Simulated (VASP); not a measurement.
# CrO2 (P4_2/mnm) in VASP: single point with PBE

Aim: the single point of CrO2 with PBE.

Everything below comes from runs of VASP 6.6.1. Logs are shortened: lines on timing, memory, paths and dates and some standing lists are left out, and cuts for length are marked.

## (1) The cell of the first run

Symmetry: P4_2/mnm, No. 136, tetragonal system. The conventional cell has a = 4.421 Å, b = 4.421 Å, c = 2.917 Å, α = 90.00°, β = 90.00°, γ = 90.00°. Cr (site symmetry mmm) has 6 O at 1.88 to 1.92 Å within 2.5 Å. O (site symmetry m2m) has 3 Cr at 1.88 to 1.92 Å and 1 O at 2.49 Å within 2.5 Å.

## (2) Single point, PBE, collinear spin, ferromagnetic start

Contents of INCAR:

```
SYSTEM = CrO2
ALGO = Normal
EDIFF = 1E-6
ENCUT = 520
GGA = PE
ISIF = 2
ISMEAR = 0
ISPIN = 2
LASPH = .True.
LCHARG = .True.
LELF = .True.
LMAXMIX = 4
LORBIT = 11
LREAL = .False.
LVHAR = .True.
LWAVE = .False.
MAGMOM = 2 2 0 0 0 0
NBANDS = 37
NELM = 150
PREC = Accurate
SIGMA = 0.1
```

Contents of KPOINTS:

```
k-points
0
Gamma
  4 4 6
  0 0 0
```

Contents of POSCAR:

```
CrO2
1.0
    4.4210000000      0.0000000000      0.0000000000
    0.0000000000      4.4210000000      0.0000000000
    0.0000000000      0.0000000000      2.9170000000
Cr O
2 4
Direct
    0.0000000000      0.0000000000      0.0000000000
    0.5000000000      0.5000000000      0.5000000000
    0.3010000000      0.3010000000      0.0000000000
    0.1990000000      0.8010000000      0.5000000000
    0.6990000000      0.6990000000      0.0000000000
    0.8010000000      0.1990000000      0.5000000000
```

Potentials or basis: VASP PAW PBE potentials, release 64 (Cr_pv, O).

On the command line:

```console
$ cat potpaw_PBE.64/Cr_pv/POTCAR potpaw_PBE.64/O/POTCAR > POTCAR
$ mpirun -np 1 vasp_std > vasp.out
```

OUTCAR:

```text
SYSTEM = CrO2
   EDIFF = 1E-6
   ENCUT = 520
   GGA = PE
   ISIF = 2
   ISMEAR = 0
   ISPIN = 2
   LASPH = .True.
   LORBIT = 11
   LREAL = .False.
   NELM = 150
   PREC = Accurate

 ion  position               nearest neighbor table
   1  0.000  0.000  0.000-   3 1.88   5 1.88   4 1.92   6 1.92   4 1.92   6 1.92
   2  0.500  0.500  0.500-   4 1.88   6 1.88   5 1.92   3 1.92   3 1.92   5 1.92
   3  0.301  0.301  0.000-   1 1.88   2 1.92   2 1.92
   4  0.199  0.801  0.500-   2 1.88   1 1.92   1 1.92
   5  0.699  0.699  0.000-   1 1.88   2 1.92   2 1.92
   6  0.801  0.199  0.500-   2 1.88   1 1.92   1 1.92

  LATTYP: Found a simple tetragonal cell.
 ALAT       =     4.4210000000
 C/A-ratio  =     0.6598054739

  Lattice vectors:

 A1 = (   4.4210000000,   0.0000000000,   0.0000000000)
 A2 = (   0.0000000000,   4.4210000000,   0.0000000000)
 A3 = (   0.0000000000,   0.0000000000,   2.9170000000)

Analysis of symmetry for initial positions (statically):
=====================================================================
 Subroutine PRICEL returns:
 Original cell was already a primitive cell.

 Routine SETGRP: Setting up the symmetry group for a
 simple tetragonal supercell.

 Subroutine GETGRP returns: Found 16 space group operations
 (whereof  8 operations were pure point group operations)
 out of a pool of 16 trial point group operations.

The static configuration has the point symmetry D_2h.
 The point group associated with its full space group is D_4h.

Analysis of symmetry for dynamics (positions and initial velocities):
=====================================================================
 Subroutine PRICEL returns:
 Original cell was already a primitive cell.

 Routine SETGRP: Setting up the symmetry group for a
 simple tetragonal supercell.

 Subroutine GETGRP returns: Found 16 space group operations
 (whereof  8 operations were pure point group operations)
 out of a pool of 16 trial point group operations.

The dynamic configuration has the point symmetry D_2h.
 The point group associated with its full space group is D_4h.

Analysis of structural, dynamic, and magnetic symmetry:
=====================================================================
 Subroutine PRICEL returns:
 Original cell was already a primitive cell.

 Routine SETGRP: Setting up the symmetry group for a
 simple tetragonal supercell.

 Subroutine GETGRP returns: Found 16 space group operations
 (whereof  8 operations were pure point group operations)
 out of a pool of 16 trial point group operations.

The overall configuration has the point symmetry D_2h.
 The point group associated with its full space group is D_4h.

 Subroutine INISYM returns: Found 16 space group operations
 (whereof  8 operations are pure point group operations),
 and found     1 'primitive' translations

----------------------------------------------------------------------------------------

                                     Primitive cell

  volume of cell :      57.0135

  direct lattice vectors                    reciprocal lattice vectors
     4.421000000  0.000000000  0.000000000     0.226193169  0.000000000  0.000000000
     0.000000000  4.421000000  0.000000000     0.000000000  0.226193169  0.000000000
     0.000000000  0.000000000  2.917000000     0.000000000  0.000000000  0.342817964

  length of vectors
     4.421000000  4.421000000  2.917000000     0.226193169  0.226193169  0.342817964

  position of ions in fractional coordinates (direct lattice)
     0.000000000  0.000000000  0.000000000
     0.500000000  0.500000000  0.500000000
     0.301000000  0.301000000  0.000000000
     0.199000000  0.801000000  0.500000000
     0.699000000  0.699000000  0.000000000
     0.801000000  0.199000000  0.500000000

  ion indices of the primitive-cell ions
   primitive index   ion index
                 1           1
                 2           2
                 3           3
                 4           4
                 5           5
                 6           6

[... 30 lines left out ...]
  0.500000  0.000000  0.000000      2.000000
  0.250000  0.250000  0.000000      4.000000
  0.500000  0.250000  0.000000      4.000000
  0.500000  0.500000  0.000000      1.000000
[... 16 lines left out ...]
  0.500000  0.250000  0.500000      4.000000
  0.500000  0.500000  0.500000      1.000000
   k-points           NKPTS =     24   k-points in BZ     NKDIM =     24   number of bands    NBANDS=     37
   number of dos      NEDOS =    301   number of ions     NIONS =      6
   total plane-waves  NPLWV =  31104
   dimension x,y,z NGX =    36 NGY =   36 NGZ =   24
   dimension x,y,z NGXF=    72 NGYF=   72 NGZF=   48
   ions per type =               2   4
   NGX,Y,Z   is equivalent  to a cutoff of  13.54, 13.54, 13.68 a.u.
   NGXF,Y,Z  is equivalent  to a cutoff of  27.07, 27.07, 27.36 a.u.
 SYSTEM =  CrO2
   PREC   = accura    normal or accurate (medium, high low for compatibility)
   ISTART =      0    job   : 0-new  1-cont  2-samecut
   ICHARG =      2    charge: 1-file 2-atom 10-const
   ISPIN  =      2    spin polarized calculation?
   LNONCOLLINEAR =      F non collinear calculations
   LSORBIT =      F    spin-orbit coupling
   LASPH  =      T    aspherical Exc in radial PAW
   ENCUT  =  520.0 eV  38.22 Ry    6.18 a.u.   8.22  8.22  5.42*2*pi/ulx,y,z
   NELM   =    150;   NELMIN=  2; NELMDL= -5     # of ELM steps
   EDIFF  = 0.1E-05   stopping-criterion for ELM
   LREAL  =      F    real-space projection
   EDIFFG = 0.1E-04   stopping-criterion for IOM
   NSW    =      0    number of steps for IOM
   IBRION =     -1    ionic relax: 0-MD 1-quasi-New 2-CG
   NFREE  =      0    steps in history (QN), initial steepest desc. (CG)
   ISIF   =      2    stress and relaxation
   ISYM   =      2    0-nonsym 1-usesym 2-fastsym
   POTIM  = 0.5000    time-step for ionic-motion
   TEBEG  =    0.0;   TEEND  =   0.0 temperature during run
   PSTRESS=    0.0 pullay stress
   NELECT =      48.0000    total number of electrons
   NUPDOWN=      -1.0000    fix difference up-down
   EMIN   =  10.00;   EMAX   =-10.00  energy-range for DOS
   EFERMI =   0.00;   METHOD = LEGACY
   ISMEAR =     0;   SIGMA  =   0.10  broadening in eV -4-tet -1-fermi 0-gaus
   EFERMI_NEDOS =   21; number of points for ismear=-14 and -15
   IALGO  =     38    algorithm
   IMIX   =      4    mixing-type and parameters
     AMIX     =   0.40;   BMIX     =  1.00
     AMIX_MAG =   1.60;   BMIX_MAG =  1.00
  volume/ion in A,a.u.               =       9.50        64.12
  Fermi-wavevector in a.u.,A,eV,Ry     =   1.545834  2.921202 32.512505  2.389602
  Thomas-Fermi vector in A             =   2.651156
   LORBIT       =     11    0 simple, 1 ext, 2 COOP (PROOUT), +10 PAW based schemes
   GGA     = PE    functional components
   LHFCALC =     F    Hartree Fock is set to
   AEXX    =    0.0000 exact exchange contribution
   IVDW    =     0    specifies the selected vdW correction
   LEPSILON=     F    determine dielectric tensor
   LRPA    =     F    only Hartree local field effects (RPA)
 spin polarized calculation
 Gauss-broadening in eV      SIGMA  =   0.10
  energy-cutoff  :      520.00
  volume of cell :       57.01
 maximum number of plane-waves:      1567
 NGX is ok and might be reduce to    36
   NGX = 17   NGY = 17   NGZ = 11

 number of electron      48.0000028 magnetization       3.9998555

 Free energy of the ion-electron system (eV)
  ---------------------------------------------------
  ext. energy  EPLUGINS =         0.00000000
  ---------------------------------------------------
  free energy    TOTEN  =       -50.33417476 eV

  energy without entropy =      -50.32381899  energy(sigma->0) =      -50.32899688

 E-fermi :   5.6773     XC(G=0): -11.9120

 val. band max:        5.6414422192   @ k =   0.2500   0.0000   0.1667
 cond. band min:       5.6815364722   @ k =   0.5000   0.5000   0.5000
 fundamental gap:      0.0400942531
 Fermi energy:         5.6773492701

 spin component 1

 k-point     1 :       0.0000    0.0000    0.0000
  band No.  band energies     occupation
      1     -39.2630      1.00000
      2     -39.2630      1.00000
      3     -39.1401      1.00000
      4     -39.1401      1.00000
      5     -39.0552      1.00000
      6     -39.0409      1.00000
[... 925 lines left out ...]
     35      17.0618      0.00000
     36      17.0618      0.00000
 Fermi energy:         5.6773492701

 spin component 2

 k-point     1 :       0.0000    0.0000    0.0000
  band No.  band energies     occupation
      1     -37.2597      1.00000
      2     -37.2597      1.00000
      3     -36.9175      1.00000
      4     -36.9175      1.00000
      5     -36.6785      1.00000
      6     -36.6615      1.00000
[... 925 lines left out ...]
     35      17.1795      0.00000
     36      17.1795      0.00000
 [bands above 36 left out]

------------------------ aborting loop because EDIFF is reached ----------------------------------------

  FORCE on cell =-STRESS in cart. coord.  units (eV):
  Direction    XX          YY          ZZ          XY          YZ          ZX
  --------------------------------------------------------------------------------------
  -------------------------------------------------------------------------------------
  Total        1.1934810      1.1934810      0.8553160      0.0000000      0.0000000      0.0000000
  in kB       33.5388848     33.5388848     24.0358626      0.0000000      0.0000000      0.0000000
  external PRESSURE =      30.3712108 kB  Pullay stress =       0.0000000 kB

 VOLUME and BASIS-vectors are now :
 -----------------------------------------------------------------------------
  energy-cutoff  :      520.00
  volume of cell :       57.01
      direct lattice vectors                 reciprocal lattice vectors
     4.421000000  0.000000000  0.000000000     0.226193169  0.000000000  0.000000000
     0.000000000  4.421000000  0.000000000     0.000000000  0.226193169  0.000000000
     0.000000000  0.000000000  2.917000000     0.000000000  0.000000000  0.342817964

 POSITION                                       TOTAL-FORCE (eV/Angst)
 -----------------------------------------------------------------------------------
      0.00000      0.00000      0.00000         0.000000     -0.000000      0.000000
      2.21050      2.21050      1.45850         0.000000     -0.000000      0.000000
      1.33072      1.33072      0.00000         0.182417      0.182417      0.000000
      0.87978      3.54122      1.45850        -0.182417      0.182417      0.000000
      3.09028      3.09028      0.00000        -0.182417     -0.182417     -0.000000
      3.54122      0.87978      1.45850         0.182417     -0.182417     -0.000000
 -----------------------------------------------------------------------------------
    total drift:                                0.000000      0.000000      0.000000

  FREE ENERGIE OF THE ION-ELECTRON SYSTEM (eV)
  ---------------------------------------------------
  free  energy   TOTEN  =       -50.3341747632 eV

  energy  without entropy=      -50.3238189911  energy(sigma->0) =      -50.32899688

 total charge

# of ion       s       p       d       tot
------------------------------------------
    1        0.366   6.464   4.028  10.858
    2        0.366   6.464   4.028  10.858
    3        1.572   3.464   0.000   5.036
    4        1.572   3.464   0.000   5.036
    5        1.572   3.464   0.000   5.036
    6        1.572   3.464   0.000   5.036
--------------------------------------------------
tot          7.020  26.784   8.056  41.860

 magnetization (x)

# of ion       s       p       d       tot
------------------------------------------
    1        0.024   0.032   2.039   2.094
    2        0.024   0.032   2.039   2.094
    3       -0.003  -0.070   0.000  -0.072
    4       -0.003  -0.070   0.000  -0.072
    5       -0.003  -0.070   0.000  -0.072
    6       -0.003  -0.070   0.000  -0.072
--------------------------------------------------
tot          0.038  -0.215   4.077   3.899
```

Run time: 2.5 min. Hardware: 1 thread of Intel Xeon 8259CL, shared host; peak memory 0.23 GiB.

What came out:

```yaml
Free_energy: -50.3342 eV
Pressure: 3.0 GPa
Largest_force: 0.258 eV/Å
Band_gap_on_the_k_mesh: zero (filled and empty bands overlap)
Net_moment: 4.00 μB per cell
Site_moments: Cr +2.09; O -0.07 μB
Valence_electrons_inside_the_program's_atomic_spheres: Cr 10.86; O 5.04
```

Forces on the atoms (eV/Å):
```
Cr   0.000  0.000  0.000
Cr   0.000  0.000  0.000
O    0.182  0.182  0.000
O   -0.182  0.182  0.000
O   -0.182 -0.182  0.000
O    0.182 -0.182  0.000
```

Levels at points of the mesh, in eV from the Fermi level:
Spin up:
```tsv
k point	band 23	band 24	band 25	band 26	band 27	band 28	band 29	band 30
(0.00, 0.00, 0.00)	-1.22	-1.19	-1.15	-1.15	-0.62	1.15	1.20	3.71
(0.50, 0.00, 0.00)	-0.84	-0.84	-0.29	-0.29	0.33	0.33	3.36	3.36
(0.50, 0.50, 0.00)	-1.53	-1.53	-1.13	-1.13	0.90	0.90	2.77	2.77
(0.00, 0.00, 0.50)	-0.70	-0.70	0.03	0.03	0.72	0.72	2.51	2.51
(0.50, 0.00, 0.50)	-1.44	-1.44	-0.69	-0.69	0.93	0.93	1.65	1.65
(0.50, 0.50, 0.50)	-0.69	-0.69	-0.19	-0.19	0.00	0.00	2.90	2.90
```
Spin down:
```tsv
k point	band 18	band 19	band 20	band 21	band 22	band 23	band 24	band 25	band 26	band 27
(0.00, 0.00, 0.00)	-3.42	-1.70	-1.37	-1.37	-0.90	0.88	0.93	1.20	1.20	1.20
(0.50, 0.00, 0.00)	-4.28	-2.88	-2.88	-1.71	-1.71	1.57	1.57	1.84	1.84	2.02
(0.50, 0.50, 0.00)	-3.23	-2.53	-2.53	-2.23	-2.23	0.93	0.93	1.22	1.22	2.33
(0.00, 0.00, 0.50)	-3.96	-3.63	-3.63	-2.55	-2.55	1.66	1.66	2.12	2.12	2.47
(0.50, 0.00, 0.50)	-3.75	-3.10	-3.10	-2.05	-2.05	0.67	0.67	2.15	2.15	2.52
(0.50, 0.50, 0.50)	-3.92	-2.42	-2.42	-1.61	-1.61	1.31	1.31	1.96	1.96	2.18
```

Caveat: the cell stands under pressure; semilocal functionals often make such compounds metallic where correlation or magnetic order opens a gap, which also shifts bond lengths; the run started ferromagnetic, and an antiferromagnetic order may lie lower in energy. With open d or f shells a metallic result of PBE can be an artefact of self-interaction; +U or a hybrid may open a gap.

The gap in the log of VASP goes by the Fermi energy; the results here count the filled bands.